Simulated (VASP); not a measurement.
The system is BiB.

```
B Bi
1.0
     3.78560    0.00000    0.00000
    -1.89280    3.27843    0.00000
     0.00000    0.00000    6.18189
B Bi
2 2
Cartesian
  0.0000 2.1856 0.0000
  1.8928 1.0928 3.0909
  0.0000 2.1856 2.3182
  1.8928 1.0928 5.4092
```

| Item | Value |
| --- | --- |
| Program | VASP 6.6.1 |
| Task | relaxation of cell and atoms |
| Functional | PBEsol |
| Potentials or basis | VASP PAW PBE potentials, release 64 (B, Bi_d) |
| Cutoff | 600 eV |
| k mesh | 6 × 6 × 4 |
| Occupations | fermi-dirac, width 0.03 eV |
| Spin | no spin polarisation |

At the start: pressure 4.8 GPa; volume 19.18 Å³/atom.

Problem. Where does the relaxation end?

Solution. Over 5 steps the energy falls by 15.3 meV/atom and the volume is 20.21 Å³/atom (+5.4 %); space group P6_3mc (No. 186, to 0.1 Å) before and after.

The path:
| step | energy change (eV) | largest force (eV/Å) | pressure (GPa) | volume (Å³) |
| --- | --- | --- | --- | --- |
| 1 | 0.0000 | 0.0430 | 4.84 | 76.72 |
| 2 | -0.0416 | 0.0656 | -2.32 | 83.33 |
| 3 | -0.0611 | 0.0362 | 0.01 | 80.83 |
| 4 | -0.0612 | 0.0007 | -0.02 | 80.85 |
| 5 | -0.0612 | 0.0028 | -0.01 | 80.85 |

Final structure:
```
CELL_PARAMETERS angstrom
3.84389 0.00000 0.00000
-1.92195 3.32891 0.00000
0.00000 0.00000 6.31846
ATOMIC_POSITIONS crystal
B 0.33333 0.66667 0.00002
B 0.66667 0.33333 0.50002
Bi 0.33333 0.66667 0.37498
Bi 0.66667 0.33333 0.87498
```

Caveat: the structure was generated, so it needn't be the stable form of BiB; the PAW data sets were made with another functional, which shifts forces and pressure a little.
